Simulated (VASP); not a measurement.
**HBr: single point with PBEsol**

HBr:

```
CELL_PARAMETERS angstrom
0.00000 3.85072 3.85096
1.67115 0.00000 3.85096
1.67115 3.85072 0.00000
ATOMIC_POSITIONS crystal
H 0.00000 0.00000 0.00000
Br 0.50000 0.50000 0.50000
```

```
Program             : VASP 6.6.1
Task                : single point
Functional          : PBEsol
Potentials or basis : VASP PAW PBE potentials, release 64 (H, Br)
Cutoff              : 500 eV
k mesh              : 10 × 10 × 10
Occupations         : gaussian, width 0.01 eV
Spin                : no spin polarisation
```

| Property | Result |
| --- | --- |
| Pressure | 0.0 GPa |
| Band gap on the k mesh | 1.44 eV (least direct gap 1.74 eV) |

Levels at points of the mesh, in eV from the valence-band top:
```tsv
k point	band 1	band 2	band 3	band 4	band 5	band 6	band 7	band 8	band 9
(0.00, 0.00, 0.00)	-14.26	-0.32	-0.30	-0.30	1.71	5.96	9.54	15.04	15.05
(0.50, 0.00, 0.00)	-12.87	-7.08	-0.21	-0.14	7.44	8.38	11.64	13.13	13.25
(0.50, 0.50, 0.00)	-14.14	-1.76	-0.42	-0.15	1.58	8.60	10.07	12.31	14.39
(0.50, 0.00, 0.50)	-14.14	-1.76	-0.42	-0.15	1.58	8.60	10.07	12.31	14.39
(0.00, 0.50, 0.50)	-14.03	-1.44	-1.44	-0.52	1.44	7.33	13.11	13.11	17.16
```

Wall time 3.4 min on 1 thread of AMD EPYC 7R13, on a shared host, peak memory 0.22 GiB.

Caveat: the PAW data sets were made with another functional, which shifts forces and pressure a little. A k mesh can miss the band edges.
